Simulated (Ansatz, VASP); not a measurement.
Tl in VASP and in Ansatz

File POSCAR:

```
Tl
1.0
   -2.0186400000      1.9410000000      1.9410000000
    2.0186400000     -1.9410000000      1.9410000000
    2.0186400000      1.9410000000     -1.9410000000
Tl
1
Direct
    0.0000000000      0.0000000000      0.0000000000
```

The input INCAR.step1:

```
SYSTEM = Tl
PREC = Accurate
ENCUT = 520
ISMEAR = 0
SIGMA = 0.15
LREAL = .False.
LASPH = .True.
NELM = 100
NBANDS = 12
GGA = PE
ALGO = Normal
EDIFF = 1E-4
LWAVE = .True.
LCHARG = .False.
```

The input INCAR.step2:

```
SYSTEM = Tl
PREC = Accurate
ENCUT = 520
EDIFF = 1E-7
ISMEAR = 0
SIGMA = 0.15
LREAL = .False.
LASPH = .True.
NELM = 100
ALGO = Normal
ISIF = 2
LWAVE = .False.
LCHARG = .False.
METAGGA = R2SCAN
LMIXTAU = .True.
NBANDS = 12
ISTART = 1
```

Contents of KPOINTS:

```
Automatic mesh
0
Gamma
  18 18 18
  0 0 0
```

Input for Ansatz:

```yaml
crystal:
  lattice:
    - [-2.01864, 1.941, 1.941]
    - [2.01864, -1.941, 1.941]
    - [2.01864, 1.941, -1.941]
  atoms:
    - { symbol: Tl, position: [0.0, 0.0, 0.0] }
basis:
  ecutwfc: 500
kpoints:
  mp_grid: { grid: [18, 18, 18] }
hamiltonian:
  xc: r2scan
scf:
  occupations: { method: gaussian, width: 0.15 }
output:
  forces: true
  stress: true
  eigenvalues: true
```

Change from the starting cell: strain +0.0400 x Voigt [1, 0, 0, 0, 0, 0], atoms carried along.

Alike in both runs: task single point; functional r2SCAN; k mesh 18 × 18 × 18; occupations gaussian, width 0.15 eV; no spin polarisation.

|  | VASP | Ansatz |
| --- | --- | --- |
| version | VASP 6.6.1 | Ansatz 0.2.0 |
| potentials or method | VASP PAW PBE potentials, release 64 (Tl_d), cutoff 520 eV | scalar-relativistic, plane waves, PAW |
| valence electrons in the cell | 13 | 13 |

|  | VASP | Ansatz | Ansatz less VASP |
| --- | --- | --- | --- |
| gap on the k mesh at the Fermi level (eV) | none | none | - |
| pressure (GPa) | -0.4 | -0.4 | +0.03 |
| traceless stress, the component that is largest in VASP (GPa) | -0.29 | -0.29 | -0.001 |

VASP's potentials were made for PBE, not for r2SCAN. A gap of «none» marks a metal or a gap that the smearing closes. The functional is the same, so the differences come from potentials, cutoffs and numerics.

Spin-orbit coupling is off throughout.
